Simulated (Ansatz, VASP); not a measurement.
## Au2S3: VASP beside Ansatz

```
CELL_PARAMETERS angstrom
3.92217 2.26447 3.13511
-3.92217 2.26447 3.13511
0.00000 -4.52894 3.13511
ATOMIC_POSITIONS crystal
S 0.00000 0.50000 0.00000
S 0.00000 0.00000 0.50000
S 0.50000 0.00000 0.00000
Au 0.80439 0.80439 0.80439
Au 0.19561 0.19561 0.19561
```

Change from the starting cell: species swapped into the Br2Cl3 type (R-3m, No. 166).

Alike in both runs: functional PBE; k mesh 2 × 2 × 2; occupations gaussian, width 0.15 eV; no spin polarisation.

Ansatz relaxed the structure, and its values are those at the end. VASP's run is a single point on that final structure, the one shown.

```csv
,VASP,Ansatz
version,VASP 6.6.1,Ansatz 0.2.0
potentials or method,"VASP PAW PBE potentials, release 64 (S, Au), cutoff 500 eV","scalar-relativistic, plane waves, PAW"
valence electrons in the cell,40,56
```

|  | VASP | Ansatz | Ansatz less VASP |
| --- | --- | --- | --- |
| gap on the k mesh at the Fermi level (eV) | none | none | - |
| pressure (GPa) | -0.1 | 0.0 | +0.13 |
| rms of the force components (eV/Å) | 0.005 | 0.006 | +0.0013 |

A gap of «none» marks a metal or a gap that the smearing closes. The functional is the same, so the differences come from potentials, cutoffs and numerics. VASP's potentials hold 40 valence electrons a cell and Ansatz's 56, so a difference there can come from the potentials and not from the codes.

The k mesh is coarse, so the values compare programs but aren't converged. Spin-orbit coupling is off throughout.
